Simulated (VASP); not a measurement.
# WS2 (P1) in VASP: further runs

WS2 is run at these levels: PBE, r2SCAN; tasks: single point.

Program: VASP 6.6.1. These are calculated values, not measurements. Logs are shortened: lines on timing, memory, paths and dates and some standing lists are left out, and cuts for length are marked.

## 1. The cell of the first run

The typed cell holds 3 atoms: a = 6.427 Å, b = 6.427 Å, c = 6.427 Å, α = 28.44°, β = 28.44°, γ = 28.44°.

## 2. Single point, PBE

Contents of INCAR:

```
SYSTEM = WS2
PREC = Accurate
ENCUT = 520
EDIFF = 1E-6
ISMEAR = 0
SIGMA = 0.025
LREAL = .FALSE.
LASPH = .TRUE.
NELM = 100
ALGO = Normal
ISIF = 2
LWAVE = .FALSE.
LCHARG = .TRUE.
GGA = PE
LELF = .TRUE.
LVHAR = .TRUE.
NBANDS = 20
```

Contents of KPOINTS:

```
Automatic mesh
0
G
  7 7 7
  0 0 0
```

Contents of POSCAR:

```
WS2
1.0
    1.5790000000      0.9116360751      6.1633333333
   -1.5790000000      0.9116360751      6.1633333333
    0.0000000000     -1.8232721501      6.1633333333
W S
1 2
Direct
   -0.0129770000      0.0109140000      0.0083710000
    0.5857000000      0.5814600000      0.5725220000
    0.7475030000      0.7399750000      0.7708190000
```

Potentials or basis: VASP PAW PBE potentials, release 64 (W_sv, S).

Command:

```console
$ cat potpaw_PBE.64/W_sv/POTCAR potpaw_PBE.64/S/POTCAR > POTCAR
$ mpirun -np 1 vasp_std > vasp.out
```

OUTCAR:

```text
SYSTEM = WS2
   PREC = Accurate
   ENCUT = 520
   EDIFF = 1E-6
   ISMEAR = 0
   LREAL = .FALSE.
   LASPH = .TRUE.
   NELM = 100
   ISIF = 2
   GGA = PE

 ion  position               nearest neighbor table
   1  0.987  0.011  0.008-   3 2.35   3 2.42   3 2.42   2 2.43   2 2.44   2 2.50
   2  0.586  0.581  0.573-   1 2.43   1 2.44   1 2.50
   3  0.748  0.740  0.771-   1 2.35   1 2.42   1 2.42

  LATTYP: Found a trigonal (rhomboedric) cell.
 ALAT       =     6.4273633094
 COS(alpha) =     0.8792940837

  Lattice vectors:

 A1 = (   1.5790000000,   0.9116360751,   6.1633333333)
 A2 = (  -1.5790000000,   0.9116360751,   6.1633333333)
 A3 = (   0.0000000000,  -1.8232721501,   6.1633333333)

Analysis of symmetry for initial positions (statically):
=====================================================================
 Subroutine PRICEL returns:
 Original cell was already a primitive cell.

 Routine SETGRP: Setting up the symmetry group for a
 trigonal (rhombohedral) supercell.

 Subroutine GETGRP returns: Found  1 space group operations
 (whereof  1 operations were pure point group operations)
 out of a pool of 12 trial point group operations.

The static configuration has the point symmetry C_1 .

Analysis of symmetry for dynamics (positions and initial velocities):
=====================================================================
 Subroutine PRICEL returns:
 Original cell was already a primitive cell.

 Routine SETGRP: Setting up the symmetry group for a
 trigonal (rhombohedral) supercell.

 Subroutine GETGRP returns: Found  1 space group operations
 (whereof  1 operations were pure point group operations)
 out of a pool of 12 trial point group operations.

The dynamic configuration has the point symmetry C_1 .

 Subroutine INISYM returns: Found  1 space group operations
 (whereof  1 operations are pure point group operations),
 and found     1 'primitive' translations

----------------------------------------------------------------------------------------

                                     Primitive cell

  volume of cell :      53.2317

  direct lattice vectors                    reciprocal lattice vectors
     1.579000000  0.911636075  6.163333333     0.316656111  0.182821491  0.054083288
    -1.579000000  0.911636075  6.163333333    -0.316656111  0.182821491  0.054083288
     0.000000000 -1.823272150  6.163333333     0.000000000 -0.365642982  0.054083288

  length of vectors
     6.427363309  6.427363309  6.427363309     0.369621147  0.369621147  0.369621147

  position of ions in fractional coordinates (direct lattice)
     0.987023000  0.010914000  0.008371000
     0.585700000  0.581460000  0.572522000
     0.747503000  0.739975000  0.770819000

  ion indices of the primitive-cell ions
   primitive index   ion index
                 1           1
                 2           2
                 3           3

----------------------------------------------------------------------------------------

 KPOINTS: Automatic mesh

Automatic generation of k-mesh.
 Grid dimensions read from file:
 generate k-points for:    7    7    7

 Generating k-lattice:

  Cartesian coordinates                     Fractional coordinates (reciprocal lattice)
     0.045236587  0.026117356  0.007726184     0.142857143  0.000000000 -0.000000000
    -0.045236587  0.026117356  0.007726184     0.000000000  0.142857143 -0.000000000
     0.000000000 -0.052234712  0.007726184    -0.000000000 -0.000000000  0.142857143

  Length of vectors
     0.052803021  0.052803021  0.052803021

  Shift w.r.t. Gamma in fractional coordinates (k-lattice)
     0.000000000  0.000000000  0.000000000

 Subroutine IBZKPT returns following result:
 ===========================================

 Found    172 irreducible k-points:

 Following reciprocal coordinates:
            Coordinates               Weight
  0.000000  0.000000  0.000000      1.000000
  0.142857  0.000000  0.000000      2.000000
  0.000000  0.142857  0.000000      2.000000
  0.000000  0.000000  0.142857      2.000000
  0.285714 -0.000000  0.000000      2.000000
 -0.000000  0.285714  0.000000      2.000000
[... 16 lines left out ...]
 -0.142857 -0.428571  0.000000      2.000000
  0.142857  0.000000  0.428571      2.000000
 [... further k-points ...]
   k-points           NKPTS =    172   k-points in BZ     NKDIM =    172   number of bands    NBANDS=     20
   number of dos      NEDOS =    301   number of ions     NIONS =      3
   total plane-waves  NPLWV = 110592
   dimension x,y,z NGX =    48 NGY =   48 NGZ =   48
   dimension x,y,z NGXF=    96 NGYF=   96 NGZF=   96
   ions per type =               1   2
   NGX,Y,Z   is equivalent  to a cutoff of  12.42, 12.42, 12.42 a.u.
   NGXF,Y,Z  is equivalent  to a cutoff of  24.83, 24.83, 24.83 a.u.
 SYSTEM =  WS2
   PREC   = accura    normal or accurate (medium, high low for compatibility)
   ISTART =      0    job   : 0-new  1-cont  2-samecut
   ICHARG =      2    charge: 1-file 2-atom 10-const
   ISPIN  =      1    spin polarized calculation?
   LNONCOLLINEAR =      F non collinear calculations
   LSORBIT =      F    spin-orbit coupling
   LASPH  =      T    aspherical Exc in radial PAW
   ENCUT  =  520.0 eV  38.22 Ry    6.18 a.u.  11.95 11.95 11.95*2*pi/ulx,y,z
   NELM   =    100;   NELMIN=  2; NELMDL= -5     # of ELM steps
   EDIFF  = 0.1E-05   stopping-criterion for ELM
   LREAL  =      F    real-space projection
   EDIFFG = 0.1E-04   stopping-criterion for IOM
   NSW    =      0    number of steps for IOM
   IBRION =     -1    ionic relax: 0-MD 1-quasi-New 2-CG
   NFREE  =      0    steps in history (QN), initial steepest desc. (CG)
   ISIF   =      2    stress and relaxation
   ISYM   =      2    0-nonsym 1-usesym 2-fastsym
   POTIM  = 0.5000    time-step for ionic-motion
   TEBEG  =    0.0;   TEEND  =   0.0 temperature during run
   PSTRESS=    0.0 pullay stress
   NELECT =      26.0000    total number of electrons
   NUPDOWN=      -1.0000    fix difference up-down
   EMIN   =  10.00;   EMAX   =-10.00  energy-range for DOS
   EFERMI =   0.00;   METHOD = LEGACY
   ISMEAR =     0;   SIGMA  =   0.03  broadening in eV -4-tet -1-fermi 0-gaus
   EFERMI_NEDOS =   21; number of points for ismear=-14 and -15
   IALGO  =     38    algorithm
   IMIX   =      4    mixing-type and parameters
     AMIX     =   0.40;   BMIX     =  1.00
     AMIX_MAG =   1.60;   BMIX_MAG =  1.00
  volume/ion in A,a.u.               =      17.74       119.74
  Fermi-wavevector in a.u.,A,eV,Ry     =   1.289266  2.436359 22.615687  1.662206
  Thomas-Fermi vector in A             =   2.421169
   LORBIT       =      0    0 simple, 1 ext, 2 COOP (PROOUT), +10 PAW based schemes
   GGA     = PE    functional components
   LHFCALC =     F    Hartree Fock is set to
   AEXX    =    0.0000 exact exchange contribution
   IVDW    =     0    specifies the selected vdW correction
   LEPSILON=     F    determine dielectric tensor
   LRPA    =     F    only Hartree local field effects (RPA)
 non-spin polarized calculation
 Gauss-broadening in eV      SIGMA  =   0.03
  energy-cutoff  :      520.00
  volume of cell :       53.23
 maximum number of plane-waves:      1442
   NGX = 23   NGY = 23   NGZ = 23

 number of electron      25.9999999 magnetization

 Free energy of the ion-electron system (eV)
  ---------------------------------------------------
  ext. energy  EPLUGINS =         0.00000000
  ---------------------------------------------------
  free energy    TOTEN  =       -23.53915651 eV

  energy without entropy =      -23.53915651  energy(sigma->0) =      -23.53915651

 E-fermi :   7.6626     XC(G=0): -10.9857

 val. band max:        7.4018673596   @ k =   0.4286   0.4286   0.4286
 cond. band min:       8.4411611743   @ k =   0.1429  -0.0000  -0.1429
 fundamental gap:      1.0392938147
 Fermi energy:         7.6625675626

 k-point     1 :       0.0000    0.0000    0.0000
  band No.  band energies     occupation
      1     -67.1664      2.00000
      2     -31.4150      2.00000
      3     -31.2352      2.00000
      4     -31.2274      2.00000
      5      -8.0584      2.00000
      6      -6.1440      2.00000
[... 12 lines left out ...]
     19      15.3032      0.00000
     20      16.1427      0.00000

 k-point     2 :       0.1429    0.0000    0.0000
  band No.  band energies     occupation
      1     -67.1629      2.00000
      2     -31.4030      2.00000
      3     -31.2962      2.00000
      4     -31.2500      2.00000
      5      -7.7240      2.00000
      6      -6.0302      2.00000
[... 12 lines left out ...]
     19      15.9084      0.00000
     20      16.4095      0.00000

 k-point     3 :       0.0000    0.1429    0.0000
  band No.  band energies     occupation
      1     -67.1629      2.00000
      2     -31.4026      2.00000
      3     -31.3037      2.00000
      4     -31.2436      2.00000
      5      -7.7156      2.00000
      6      -6.0432      2.00000
[... 12 lines left out ...]
     19      16.0502      0.00000
     20      16.5643      0.00000

 k-point     4 :       0.0000    0.0000    0.1429
  band No.  band energies     occupation
      1     -67.1629      2.00000
      2     -31.4028      2.00000
      3     -31.2992      2.00000
      4     -31.2475      2.00000
      5      -7.7194      2.00000
      6      -6.0375      2.00000
[... 12 lines left out ...]
     19      16.0103      0.00000
     20      16.4993      0.00000

 k-point     5 :       0.2857   -0.0000    0.0000
  band No.  band energies     occupation
      1     -67.1551      2.00000
      2     -31.4459      2.00000
      3     -31.3755      2.00000
      4     -31.2855      2.00000
      5      -6.8694      2.00000
      6      -5.7370      2.00000
[... 12 lines left out ...]
     19      15.3681      0.00000
     20      15.8410      0.00000

 k-point     6 :      -0.0000    0.2857    0.0000
  band No.  band energies     occupation
      1     -67.1550      2.00000
      2     -31.4554      2.00000
      3     -31.3745      2.00000
      4     -31.2793      2.00000
      5      -6.8353      2.00000
      6      -5.7859      2.00000
[... 12 lines left out ...]
     19      15.3836      0.00000
     20      15.8378      0.00000

 k-point     7 :       0.0000    0.0000    0.2857
  band No.  band energies     occupation
      1     -67.1551      2.00000
      2     -31.4495      2.00000
      3     -31.3752      2.00000
      4     -31.2832      2.00000
      5      -6.8496      2.00000
      6      -5.7656      2.00000
[... 12 lines left out ...]
     19      15.3894      0.00000
     20      15.8252      0.00000
[... 277 lines left out ...]
 k-point    20 :       0.4286    0.1429    0.0000
  band No.  band energies     occupation
      1     -67.1502      2.00000
      2     -31.5076      2.00000
      3     -31.3586      2.00000
      4     -31.3382      2.00000
      5      -6.2025      2.00000
      6      -5.5442      2.00000
[... 12 lines left out ...]
     19      15.2734      0.00000
     20      15.8038      0.00000

 k-point    21 :      -0.4286   -0.0000   -0.1429
  band No.  band energies     occupation
      1     -67.1502      2.00000
      2     -31.5115      2.00000
      3     -31.3582      2.00000
      4     -31.3353      2.00000
      5      -6.1985      2.00000
      6      -5.5545      2.00000
[... 12 lines left out ...]
     19      15.2874      0.00000
     20      15.8237      0.00000

 k-point    22 :       0.0000    0.4286    0.1429
  band No.  band energies     occupation
      1     -67.1502      2.00000
      2     -31.5179      2.00000
      3     -31.3577      2.00000
      4     -31.3311      2.00000
      5      -6.1695      2.00000
      6      -5.5904      2.00000
[... 12 lines left out ...]
     19      15.2376      0.00000
     20      15.7888      0.00000

 k-point    23 :      -0.1429   -0.4286    0.0000
  band No.  band energies     occupation
      1     -67.1501      2.00000
      2     -31.5204      2.00000
      3     -31.3574      2.00000
      4     -31.3294      2.00000
      5      -6.1577      2.00000
      6      -5.6075      2.00000
[... 12 lines left out ...]
     19      15.2654      0.00000
     20      15.7469      0.00000

 k-point    24 :       0.1429    0.0000    0.4286
  band No.  band energies     occupation
      1     -67.1502      2.00000
      2     -31.5166      2.00000
      3     -31.3579      2.00000
      4     -31.3318      2.00000
      5      -6.1705      2.00000
      6      -5.5930      2.00000
[... 12 lines left out ...]
     19      15.3406      0.00000
     20      15.8241      0.00000

 [... further k-points ...]

------------------------ aborting loop because EDIFF is reached ----------------------------------------

  FORCE on cell =-STRESS in cart. coord.  units (eV):
  Direction    XX          YY          ZZ          XY          YZ          ZX
  --------------------------------------------------------------------------------------
  -------------------------------------------------------------------------------------
  Total        0.8794427      0.7965910     -0.1601052     -0.3009090      1.0168865     -0.2598220
  in kB       26.4696134     23.9759274     -4.8188736     -9.0568096     30.6064182     -7.8201673
  external PRESSURE =      15.2088891 kB  Pullay stress =       0.0000000 kB

 VOLUME and BASIS-vectors are now :
 -----------------------------------------------------------------------------
  energy-cutoff  :      520.00
  volume of cell :       53.23
      direct lattice vectors                 reciprocal lattice vectors
     1.579000000  0.911636075  6.163333333     0.316656111  0.182821491  0.054083288
    -1.579000000  0.911636075  6.163333333    -0.316656111  0.182821491  0.054083288
     0.000000000 -1.823272150  6.163333333     0.000000000 -0.365642982  0.054083288

 POSITION                                       TOTAL-FORCE (eV/Angst)
 -----------------------------------------------------------------------------------
      1.54128      0.89449      6.20221         0.964069     -0.012093     -1.379555
      0.00669      0.02016     10.72224        -0.384870     -0.331245      1.078562
      0.01189     -0.04937     13.91864        -0.579199      0.343338      0.300993
 -----------------------------------------------------------------------------------
    total drift:                               -0.000005      0.000003     -0.000025

  FREE ENERGIE OF THE ION-ELECTRON SYSTEM (eV)
  ---------------------------------------------------
  free  energy   TOTEN  =       -23.5391565149 eV

  energy  without entropy=      -23.5391565149  energy(sigma->0) =      -23.53915651
```

Wall time 5.5 min (1 thread of AMD EPYC 9R45 (Zen 5), shared host); peak memory 0.39 GiB.

What came out:

* Free energy: -23.5392 eV
* Pressure: 1.5 GPa
* Largest force: 1.683 eV/Å
* Band gap on the k mesh: 1.04 eV (least direct gap 2.08 eV)

Forces in eV/Å, atoms in the order of the input:
```
W    0.964 -0.012 -1.380
S   -0.385 -0.331  1.079
S   -0.579  0.343  0.301
```

Stress tensor (GPa, compression positive):
```
 2.65 -0.91 -0.78
-0.91  2.40  3.06
-0.78  3.06 -0.48
```

Caveat: spin-orbit coupling is left out, which moves the levels of the heavy elements; forces of over 1 eV/Å act on the atoms, so gaps and moduli don't describe the material at rest.

## 3. Single point, PBE

Contents of INCAR:

```
PREC = Accurate
ENCUT = 520
EDIFF = 1E-6
ISMEAR = 0
SIGMA = 0.01
LREAL = False
LASPH = True
NELM = 100
ALGO = Normal
ISIF = 2
LWAVE = False
LCHARG = False
GGA = PE
NBANDS = 20
```

Contents of KPOINTS:

```
Automatic mesh
0
Gamma
  7 7 7
```

POSCAR is that of step 2.

Potentials or basis: VASP PAW PBE potentials, release 64 (W_sv, S).

Command:

```console
$ cat potpaw_PBE.64/W_sv/POTCAR potpaw_PBE.64/S/POTCAR > POTCAR
$ mpirun -np 1 vasp_std > vasp.out
```

It took 5.4 min on 1 thread of AMD EPYC 9R45 (Zen 5), shared host; peak memory 0.39 GiB.

It converged, with:

```yaml
Free_energy: -23.5392 eV
Pressure: 1.5 GPa
Largest_force: 1.683 eV/Å
Band_gap_on_the_k_mesh: 1.04 eV (least direct gap 2.08 eV)
```

Forces in eV/Å, atoms in the order of the input:
```
W    0.964 -0.012 -1.380
S   -0.385 -0.331  1.079
S   -0.579  0.343  0.301
```

Stress tensor (GPa, compression positive):
```
 2.65 -0.91 -0.78
-0.91  2.40  3.06
-0.78  3.06 -0.48
```

Levels at points of the mesh, in eV from the valence-band top:
| k point | band 11 | band 12 | band 13 | band 14 | band 15 | band 16 |
| --- | --- | --- | --- | --- | --- | --- |
| (0.00, 0.00, 0.00) | -1.83 | -1.58 | -1.08 | 1.99 | 2.29 | 2.60 |

Caveat: spin-orbit coupling is left out, which moves the levels of the heavy elements; forces of over 1 eV/Å act on the atoms, so gaps and moduli don't describe the material at rest. A k mesh can miss the band edges.

[end of part 1 of 2]
